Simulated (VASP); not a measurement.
# ZnSe: single point with PBE

Crystal: ZnSe.

```
Se Zn
1.0
     0.00000    2.71932    2.71932
     2.71932    0.00000    2.71932
     2.71932    2.71932    0.00000
Se Zn
1 1
Direct
  0.00000 0.00000 0.00000
  0.50000 0.50000 0.50000
```

This cell differs from its parent crystal: volume scaled by 1.040.

| Property | Result |
| --- | --- |
| Program | VASP 6.6.1 |
| Task | single point |
| Functional | PBE |
| Potentials or basis | VASP PAW PBE potentials, release 64 (Se, Zn) |
| Cutoff | 520 eV |
| k mesh | 12 × 12 × 12 |
| Occupations | gaussian, width 0.05 eV |
| Spin | no spin polarisation |

```yaml
Pressure: -2.4 GPa
Band_gap_on_the_k_mesh: zero (band 9 reaches 2.77 eV, above the bottom of band 10 at 1.73 eV)
```

Levels at points of the mesh, in eV from the Fermi level:
```csv
k point,band 6,band 7,band 8,band 9,band 10,band 11,band 12,band 13
"(0.00, 0.00, 0.00)",-6.47,-0.40,-0.40,-0.40,0.49,8.60,8.60,8.60
"(0.50, 0.00, 0.00)",-6.37,-5.45,-0.10,-0.10,3.31,5.02,5.02,5.92
"(0.50, 0.50, 0.00)",-6.08,-4.69,-2.24,-2.24,-0.99,5.10,10.89,10.89
```

Run time: 82 s on 1 thread of Intel Xeon 8259CL (shared host), peak memory 0.2 GiB.
